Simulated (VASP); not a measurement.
# Hf (I4/mmm) in VASP: notebook

Hf is run at these levels: r2SCAN; tasks: single point.

Everything below comes from runs of VASP 6.6.1. Logs are shortened: lines on timing, memory, paths and dates and some standing lists are left out, and cuts for length are marked.

## 1. The cell of the first run

The structure is tetragonal, space group I4/mmm (No. 139). The conventional cell has a = 3.265 Å, b = 3.265 Å, c = 4.440 Å, α = 90.00°, β = 90.00°, γ = 90.00°. Hf (site symmetry 4/mmm) has 12 Hf at 3.20 to 3.27 Å within 4.2 Å.

## 2. Single point, r2SCAN (strain +0.040 along x and y, +0.000 along z)

The input, POSCAR:

```
Hf
1.0
    0.0000000000      2.3088000000      2.2200000000
    2.3088000000      0.0000000000      2.2200000000
    2.3088000000      2.3088000000      0.0000000000
Hf
1
Direct
    0.0000000000      0.0000000000      0.0000000000
```

The input, INCAR.step1:

```
ALGO     = Normal         # electronic algorithm
EDIFF    = 1E-4           # SCF threshold, eV
ENCUT    = 520            # plane-wave cutoff, eV
GGA      = PE             # functional
ISMEAR   = 0              # smearing method
LASPH    = T              # aspherical terms in the spheres
LCHARG   = F              # write CHGCAR
LREAL    = F              # projectors in reciprocal space
LWAVE    = T              # write WAVECAR
NBANDS   = 11             # bands
NELM     = 100            # most SCF steps
PREC     = Accurate       # precision mode
SIGMA    = 0.15           # smearing width, eV
```

The input, INCAR.step2:

```
ALGO     = Normal         # electronic algorithm
EDIFF    = 1E-6           # SCF threshold, eV
ENCUT    = 520            # plane-wave cutoff, eV
ISIF     = 2              # what is computed and relaxed
ISMEAR   = 0              # smearing method
ISTART   = 1            
LASPH    = T              # aspherical terms in the spheres
LCHARG   = F              # write CHGCAR
LMIXTAU  = T            
LREAL    = F              # projectors in reciprocal space
LWAVE    = F              # write WAVECAR
METAGGA  = R2SCAN         # meta-GGA
NBANDS   = 11             # bands
NELM     = 100            # most SCF steps
PREC     = Accurate       # precision mode
SIGMA    = 0.15           # smearing width, eV
```

The input, KPOINTS:

```
k-points
0
Gamma
  18 18 18
```

Potentials or basis: VASP PAW PBE potentials, release 64 (Hf_pv).

Command:

```sh
cat potpaw_PBE.64/Hf_pv/POTCAR > POTCAR
cp INCAR.step1 INCAR
mpirun -np 1 vasp_std > vasp.out
cp INCAR.step2 INCAR
mpirun -np 1 vasp_std > vasp.out
```

OUTCAR:

```text
EDIFF = 1E-6
   ENCUT = 520
   ISIF = 2
   ISMEAR = 0
   ISTART = 1
   LASPH = T
   LREAL = F
   METAGGA = R2SCAN
   NELM = 100
   PREC = Accurate

 ion  position               nearest neighbor table
   1  0.000  0.000  0.000-

  LATTYP: Found a body centered tetragonal cell.
 ALAT       =     3.2651362728
 C/A-ratio  =     1.3598207331

  Lattice vectors:

 A1 = (   0.0000000000,  -2.3088000000,  -2.2200000000)
 A2 = (   0.0000000000,   2.3088000000,  -2.2200000000)
 A3 = (   2.3088000000,   0.0000000000,   2.2200000000)

Analysis of symmetry for initial positions (statically):
=====================================================================
 Subroutine PRICEL returns:
 Original cell was already a primitive cell.

 Routine SETGRP: Setting up the symmetry group for a
 body centered tetragonal supercell.

 Subroutine GETGRP returns: Found 16 space group operations
 (whereof 16 operations were pure point group operations)
 out of a pool of 16 trial point group operations.

The static configuration has the point symmetry D_4h.

Analysis of symmetry for dynamics (positions and initial velocities):
=====================================================================
 Subroutine PRICEL returns:
 Original cell was already a primitive cell.

 Routine SETGRP: Setting up the symmetry group for a
 body centered tetragonal supercell.

 Subroutine GETGRP returns: Found 16 space group operations
 (whereof 16 operations were pure point group operations)
 out of a pool of 16 trial point group operations.

The dynamic configuration has the point symmetry D_4h.

 Subroutine INISYM returns: Found 16 space group operations
 (whereof 16 operations are pure point group operations),
 and found     1 'primitive' translations

----------------------------------------------------------------------------------------

                                     Primitive cell

  volume of cell :      23.6677

  direct lattice vectors                    reciprocal lattice vectors
     0.000000000  2.308800000  2.220000000    -0.216562717  0.216562717  0.225225225
     2.308800000  0.000000000  2.220000000     0.216562717 -0.216562717  0.225225225
     2.308800000  2.308800000  0.000000000     0.216562717  0.216562717 -0.225225225

  length of vectors
     3.202960730  3.202960730  3.265136273     0.380164731  0.380164731  0.380164731

  position of ions in fractional coordinates (direct lattice)
     0.000000000  0.000000000  0.000000000

  ion indices of the primitive-cell ions
   primitive index   ion index
                 1           1

----------------------------------------------------------------------------------------

 KPOINTS: k-points

Automatic generation of k-mesh.
 Grid dimensions read from file:
 generate k-points for:   18   18   18

 Generating k-lattice:

  Cartesian coordinates                     Fractional coordinates (reciprocal lattice)
    -0.012031262  0.012031262  0.012512513     0.055555556 -0.000000000  0.000000000
     0.012031262 -0.012031262  0.012512513    -0.000000000  0.055555556  0.000000000
     0.012031262  0.012031262 -0.012512513     0.000000000  0.000000000  0.055555556

  Length of vectors
     0.021120263  0.021120263  0.021120263

  Shift w.r.t. Gamma in fractional coordinates (k-lattice)
     0.000000000  0.000000000  0.000000000

 Subroutine IBZKPT returns following result:
 ===========================================

 Found    480 irreducible k-points:

 Following reciprocal coordinates:
            Coordinates               Weight
  0.000000  0.000000  0.000000      1.000000
  0.055556  0.000000  0.000000      8.000000
  0.111111  0.000000  0.000000      8.000000
  0.166667 -0.000000  0.000000      8.000000
  0.222222  0.000000  0.000000      8.000000
  0.277778  0.000000  0.000000      8.000000
[... 16 lines left out ...]
 -0.277778  0.055556  0.000000      8.000000
 -0.222222  0.055556  0.000000      8.000000
 [... further k-points ...]
   k-points           NKPTS =    480   k-points in BZ     NKDIM =    480   number of bands    NBANDS=     11
   number of dos      NEDOS =    301   number of ions     NIONS =      1
   total plane-waves  NPLWV =  13824
   dimension x,y,z NGX =    24 NGY =   24 NGZ =   24
   dimension x,y,z NGXF=    48 NGYF=   48 NGZF=   48
   ions per type =               1
   NGX,Y,Z   is equivalent  to a cutoff of  12.46, 12.46, 12.22 a.u.
   NGXF,Y,Z  is equivalent  to a cutoff of  24.91, 24.91, 24.44 a.u.
 SYSTEM =  unknown system
   PREC   = accura    normal or accurate (medium, high low for compatibility)
   ISTART =      1    job   : 0-new  1-cont  2-samecut
   ICHARG =      0    charge: 1-file 2-atom 10-const
   ISPIN  =      1    spin polarized calculation?
   LNONCOLLINEAR =      F non collinear calculations
   LSORBIT =      F    spin-orbit coupling
   LASPH  =      T    aspherical Exc in radial PAW
   ENCUT  =  520.0 eV  38.22 Ry    6.18 a.u.   5.96  5.96  6.07*2*pi/ulx,y,z
   NELM   =    100;   NELMIN=  2; NELMDL=  0     # of ELM steps
   EDIFF  = 0.1E-05   stopping-criterion for ELM
   LREAL  =      F    real-space projection
   EDIFFG = 0.1E-04   stopping-criterion for IOM
   NSW    =      0    number of steps for IOM
   IBRION =     -1    ionic relax: 0-MD 1-quasi-New 2-CG
   NFREE  =      0    steps in history (QN), initial steepest desc. (CG)
   ISIF   =      2    stress and relaxation
   ISYM   =      2    0-nonsym 1-usesym 2-fastsym
   POTIM  = 0.5000    time-step for ionic-motion
   TEBEG  =    0.0;   TEEND  =   0.0 temperature during run
   PSTRESS=    0.0 pullay stress
   NELECT =      10.0000    total number of electrons
   NUPDOWN=      -1.0000    fix difference up-down
   EMIN   =  10.00;   EMAX   =-10.00  energy-range for DOS
   EFERMI =   0.00;   METHOD = LEGACY
   ISMEAR =     0;   SIGMA  =   0.15  broadening in eV -4-tet -1-fermi 0-gaus
   EFERMI_NEDOS =   21; number of points for ismear=-14 and -15
   IALGO  =     38    algorithm
   IMIX   =      4    mixing-type and parameters
     AMIX     =   0.40;   BMIX     =  1.00
     AMIX_MAG =   1.60;   BMIX_MAG =  1.00
  volume/ion in A,a.u.               =      23.67       159.72
  Fermi-wavevector in a.u.,A,eV,Ry     =   1.228447  2.321428 20.532296  1.509081
  Thomas-Fermi vector in A             =   2.363372
   LORBIT       =      0    0 simple, 1 ext, 2 COOP (PROOUT), +10 PAW based schemes
   METAGGA = R2SCAN    functional components
   LHFCALC =     F    Hartree Fock is set to
   AEXX    =    0.0000 exact exchange contribution
   IVDW    =     0    specifies the selected vdW correction
   LEPSILON=     F    determine dielectric tensor
   LRPA    =     F    only Hartree local field effects (RPA)
 non-spin polarized calculation
 Gauss-broadening in eV      SIGMA  =   0.15
  energy-cutoff  :      520.00
  volume of cell :       23.67
 maximum number of plane-waves:       652
   NGX = 11   NGY = 11   NGZ = 13

 number of electron      10.0000002 magnetization

 Free energy of the ion-electron system (eV)
  ---------------------------------------------------
  ext. energy  EPLUGINS =         0.00000000
  ---------------------------------------------------
  free energy    TOTEN  =       -45.04527093 eV

  energy without entropy =      -45.02920696  energy(sigma->0) =      -45.03723894

 E-fermi :   4.2224     XC(G=0): -11.8936

 val. band max:        4.2191283777   @ k =   0.2778   0.1111   0.0000
 cond. band min:       4.2236317272   @ k =  -0.3889   0.2778   0.2222
 fundamental gap:      0.0045033495
 Fermi energy:         4.2224010289

 k-point     1 :       0.0000    0.0000    0.0000
  band No.  band energies     occupation
      1     -27.1156      2.00000
      2     -27.1148      2.00000
      3     -27.1148      2.00000
      4      -3.1339      2.00000
      5       5.6659      0.00000
      6       5.6659      0.00000
      7       6.0818      0.00000
      8       8.2808      0.00000
      9       8.8658      0.00000
     10      15.9080      0.00000
     11      15.9956      0.00000

 k-point     2 :       0.0556    0.0000    0.0000
  band No.  band energies     occupation
      1     -27.1373      2.00000
      2     -27.1182      2.00000
      3     -27.1176      2.00000
      4      -3.0286      2.00000
      5       5.6017      0.00000
      6       5.7152      0.00000
      7       6.0814      0.00000
      8       8.2339      0.00000
      9       8.8015      0.00000
     10      15.9955      0.00000
     11      16.1491      0.00000

 k-point     3 :       0.1111    0.0000    0.0000
  band No.  band energies     occupation
      1     -27.2005      2.00000
      2     -27.1280      2.00000
      3     -27.1240      2.00000
      4      -2.7203      2.00000
      5       5.3532      0.00000
      6       5.8408      0.00000
      7       6.1620      0.00000
      8       8.1338      0.00000
      9       8.6462      0.00000
     10      15.9954      0.00000
     11      16.7863      0.00000

 k-point     4 :       0.1667   -0.0000    0.0000
  band No.  band energies     occupation
      1     -27.2962      2.00000
      2     -27.1428      2.00000
      3     -27.1338      2.00000
      4      -2.2330      2.00000
      5       4.9750      0.00000
      6       5.9676      0.00000
      7       6.3071      0.00000
      8       8.0973      0.00000
      9       8.5052      0.00000
     10      15.9953      0.00000
     11      17.1291      0.00000
[... 239 lines left out ...]
 k-point    22 :      -0.3333    0.0556    0.0000
  band No.  band energies     occupation
      1     -27.6658      2.00000
      2     -27.1988      2.00000
      3     -27.1988      2.00000
      4       0.0075      2.00000
      5       4.0960      1.76671
      6       5.7241      0.00000
      7       5.9779      0.00000
      8       9.1291      0.00000
      9       9.8841      0.00000
     10      14.7636      0.00000
     11      15.9961      0.00000

 k-point    23 :      -0.2778    0.0556    0.0000
  band No.  band energies     occupation
      1     -27.5621      2.00000
      2     -27.1888      2.00000
      3     -27.1799      2.00000
      4      -0.6248      2.00000
      5       4.1929      1.21938
      6       5.9172      0.00000
      7       6.1363      0.00000
      8       8.4601      0.00000
      9       9.4020      0.00000
     10      15.5257      0.00000
     11      15.9970      0.00000

 k-point    24 :      -0.2222    0.0556    0.0000
  band No.  band energies     occupation
      1     -27.4458      2.00000
      2     -27.1759      2.00000
      3     -27.1603      2.00000
      4      -1.3192      2.00000
      5       4.4401      0.04015
      6       6.0784      0.00000
      7       6.2794      0.00000
      8       7.9534      0.00000
      9       9.0008      0.00000
     10      15.9939      0.00000
     11      16.3512      0.00000

 [... further k-points ...]
[... 5 lines left out ...]
  --------------------------------------------------------------------------------------
  -------------------------------------------------------------------------------------
  Total       -0.9223907     -0.9223907     -0.6186488      0.0000000      0.0000000      0.0000000
  in kB      -62.4410063    -62.4410063    -41.8792758      0.0000000      0.0000000      0.0000000
  external PRESSURE =     -55.5870962 kB  Pullay stress =       0.0000000 kB

 VOLUME and BASIS-vectors are now :
 -----------------------------------------------------------------------------
  energy-cutoff  :      520.00
  volume of cell :       23.67
      direct lattice vectors                 reciprocal lattice vectors
     0.000000000  2.308800000  2.220000000    -0.216562717  0.216562717  0.225225225
     2.308800000  0.000000000  2.220000000     0.216562717 -0.216562717  0.225225225
     2.308800000  2.308800000  0.000000000     0.216562717  0.216562717 -0.225225225

 POSITION                                       TOTAL-FORCE (eV/Angst)
 -----------------------------------------------------------------------------------
      0.00000      0.00000      0.00000        -0.000000      0.000000      0.000000
 -----------------------------------------------------------------------------------
    total drift:                               -0.000000      0.000000     -0.000000

  FREE ENERGIE OF THE ION-ELECTRON SYSTEM (eV)
  ---------------------------------------------------
  free  energy   TOTEN  =       -45.0452709282 eV

  energy  without entropy=      -45.0292069557  energy(sigma->0) =      -45.03723894
```

It took 94 s on 1 thread of Intel Xeon 6975P-C (Granite Rapids), shared host; peak memory 0.24 GiB.

Results:

* Free energy: -45.0453 eV
* Pressure: -5.6 GPa
* Band gap on the k mesh: zero (band 5 reaches 5.74 eV, above the bottom of band 6 at 3.55 eV)

Levels at points of the mesh, in eV from the Fermi level:
```tsv
k point	band 2	band 3	band 4	band 5	band 6	band 7	band 8	band 9
(0.00, 0.00, 0.00)	-31.34	-31.34	-7.36	1.44	1.44	1.86	4.06	4.64
(0.50, 0.00, 0.00)	-31.45	-31.41	-3.57	0.20	1.16	1.66	6.14	6.43
(0.50, 0.50, 0.00)	-31.62	-31.62	-3.02	-2.04	2.60	6.34	6.82	6.82
(0.50, 0.00, 0.50)	-31.60	-31.54	-3.11	-1.91	1.94	6.34	6.60	7.03
```

Caveat: the cell differs from its parent crystal (strain +0.040 along x and y, +0.000 along z); the PAW data sets were made with another functional, which shifts forces and pressure a little; spin-orbit coupling is left out, which moves the levels of the heavy elements.

## 3. Single point, r2SCAN (strain +0.080 along x and y, -0.040 along z)

The input, POSCAR:

```
Hf
1.0
    0.0000000000      2.3976000000      2.1312000000
    2.3976000000      0.0000000000      2.1312000000
    2.3976000000      2.3976000000      0.0000000000
Hf
1
Direct
    0.0000000000      0.0000000000      0.0000000000
```

The input, INCAR.step1:

```
SYSTEM = Hf
PREC = Accurate
ENCUT = 520
ISMEAR = 0
SIGMA = 0.15
LREAL = .FALSE.
LASPH = .TRUE.
NELM = 80
NBANDS = 11
GGA = PE
ALGO = Normal
EDIFF = 1E-4
LWAVE = .TRUE.
LCHARG = .FALSE.
```

The input, INCAR.step2:

```
SYSTEM = Hf
PREC = Accurate
ENCUT = 520
EDIFF = 1E-6
ISMEAR = 0
SIGMA = 0.15
LREAL = .FALSE.
LASPH = .TRUE.
NELM = 80
ALGO = Normal
ISIF = 2
LWAVE = .FALSE.
LCHARG = .FALSE.
METAGGA = R2SCAN
LMIXTAU = .TRUE.
NBANDS = 11
ISTART = 1
```

The input, KPOINTS:

```
Automatic mesh
0
G
  18 18 18
  0 0 0
```

Potentials or basis: VASP PAW PBE potentials, release 64 (Hf_pv).

Command:

```sh
cat potpaw_PBE.64/Hf_pv/POTCAR > POTCAR
cp INCAR.step1 INCAR
mpirun -np 1 vasp_std > vasp.out
cp INCAR.step2 INCAR
mpirun -np 1 vasp_std > vasp.out
```

Run time: 2.3 min. Hardware: 1 thread of Intel Xeon 6975P-C (Granite Rapids), shared host; peak memory 0.25 GiB.

Results (log left out):

```
Free energy            : -44.9807 eV
Pressure               : -8.5 GPa
Band gap on the k mesh : zero (band 5 reaches 5.50 eV, above the bottom of band 6 at 3.29 eV)
```

Stress tensor (GPa, compression positive):
```
-10.08   0.00   0.00
  0.00 -10.08   0.00
  0.00   0.00  -5.38
```

Levels at points of the mesh, in eV from the Fermi level:
```
           k point  band 1  band 2  band 3  band 4  band 5  band 6  band 7  band 8  band 9  band 10
(0.00, 0.00, 0.00)  -31.47  -31.46  -31.46   -7.21    1.28    1.28    2.42    3.34    4.83    11.65
(0.50, 0.00, 0.00)  -32.08  -31.59  -31.50   -3.43    0.17    0.73    2.19    5.59    6.49     9.00
(0.50, 0.50, 0.00)  -32.04  -31.76  -31.76   -2.74   -2.06    3.39    6.11    6.54    6.54     8.57
(0.50, 0.00, 0.50)  -32.04  -31.71  -31.58   -3.04   -1.59    1.42    5.81    5.94    7.03     9.71
```

Caveat: the cell differs from its parent crystal (strain +0.080 along x and y, -0.040 along z); the PAW data sets were made with another functional, which shifts forces and pressure a little; spin-orbit coupling is left out, which moves the levels of the heavy elements.

(Continued in part 2 of 2.)
